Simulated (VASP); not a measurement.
Here is a VASP 6.6.1 calculation.

INCAR

```
SYSTEM = NaLaMnMoO6
PREC     = Accurate       ! precision mode
ENCUT    = 520            ! plane-wave cutoff, eV
EDIFF    = 1E-6           ! SCF threshold, eV
ISMEAR   = -1             ! smearing method
SIGMA    = 0.05           ! smearing width, eV
LREAL    = .False.        ! projectors in reciprocal space
LASPH    = .True.         ! aspherical terms in the spheres
NELM     = 150            ! most SCF steps
ALGO     = Normal         ! electronic algorithm
ISIF     = 2              ! what is computed and relaxed
LWAVE    = .False.        ! write WAVECAR
LCHARG   = .True.         ! write CHGCAR
ISPIN    = 2              ! spin polarisation
MAGMOM   = 0 0 4 1 0 0 0 0 0 0 ! initial moments
LORBIT   = 11             ! projections on sites
LMAXMIX  = 6              ! l up to which the mixer works
GGA      = PS             ! functional
LELF     = .True.         ! ELF
LVHAR    = .True.       
NBANDS   = 56             ! bands
```

KPOINTS

```
Automatic mesh
0
Gamma
  5 5 5
  0 0 0
```

The input POSCAR:

```
NaLaMnMoO6
1.0
    0.0000000000      3.8155473044      3.8155473044
    3.8155473044      0.0000000000      3.8155473044
    3.8155473044      3.8155473044      0.0000000000
Na La Mn Mo O
1 1 1 1 6
Direct
    0.2500000000      0.2500000000      0.2500000000
    0.7500000000      0.7500000000      0.7500000000
    0.5000000000      0.5000000000      0.5000000000
    0.0000000000      0.0000000000      0.0000000000
    0.7461820480      0.2538179520      0.2538179520
    0.2538179520      0.2538179520      0.7461820480
    0.2538179520      0.7461820480      0.2538179520
    0.7461820480      0.2538179520      0.7461820480
    0.7461820480      0.7461820480      0.2538179520
    0.2538179520      0.7461820480      0.7461820480
```

Potentials or basis: VASP PAW PBE potentials, release 64 (Na_pv, La, Mn_pv, Mo_sv, O).

Run with:

```sh
$ cat potpaw_PBE.64/Na_pv/POTCAR potpaw_PBE.64/La/POTCAR potpaw_PBE.64/Mn_pv/POTCAR potpaw_PBE.64/Mo_sv/POTCAR potpaw_PBE.64/O/POTCAR > POTCAR
$ mpirun -np 1 vasp_std > vasp.out
```

(1) What does it give for the net moment?

(2) What does it give for the site moments?

(3) What does it give for the largest force?

Answers

(1) -1.10 μB per cell.

(2) Na -0.00; La +0.03; Mn -1.77; Mo +0.67; O -0.01 μB.

(3) 0.047 eV/Å.

Caveat: the PAW data sets were made with another functional, which shifts forces and pressure a little; a cell with one magnetic atom can't hold antiferromagnetic order, which such compounds often take.
